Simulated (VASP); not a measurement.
Write the native input for VASP 6.6.1 that does the following.

| Item | Value |
| --- | --- |
| Task | single point |
| Functional | PBE |
| Potentials or basis | VASP PAW PBE potentials, release 64 (Ir) |
| Cutoff | 500 eV |
| k mesh | 8 × 8 × 8 |
| Occupations | gaussian, width 0.1 eV |
| Spin | no spin polarisation |
| Dipole correction | no |
| Further INCAR settings | ALGO = Normal; EDIFF = 1e-06; NBANDS = 10 |

The structure of Ir lies in POSCAR:

```
Ir
1.0
    0.0000000000      1.9269646700      1.9269646700
    1.9269646700      0.0000000000      1.9269646700
    1.9269646700      1.9269646700      0.0000000000
Ir
1
Direct
    0.0000000000      0.0000000000      0.0000000000
```

The input as run:

INCAR

```
PREC = Accurate
ENCUT = 500
EDIFF = 1E-6
ISMEAR = 0
SIGMA = 0.1
LREAL = False
LASPH = True
NELM = 120
ALGO = Normal
ISIF = 2
LWAVE = False
LCHARG = False
GGA = PE
NBANDS = 10
GGA_COMPAT = False
```

KPOINTS

```
Automatic mesh
0
Gamma
  8 8 8
```

Potentials or basis: VASP PAW PBE potentials, release 64 (Ir).

The run is started by

```console
$ cat potpaw_PBE.64/Ir/POTCAR > POTCAR
$ mpirun -np 1 vasp_std > vasp.out
```

Results of the run:

```
Pressure               : 6.6 GPa
Band gap on the k mesh : zero (an odd number of electrons rules out a gap without spin polarisation)
```

Caveat: the cell stands under pressure; spin-orbit coupling is left out, which moves the levels of the heavy elements.

Wall time 2.8 s on 1 thread of Intel Xeon 8259CL, with other jobs on the host, peak memory 0.13 GiB.
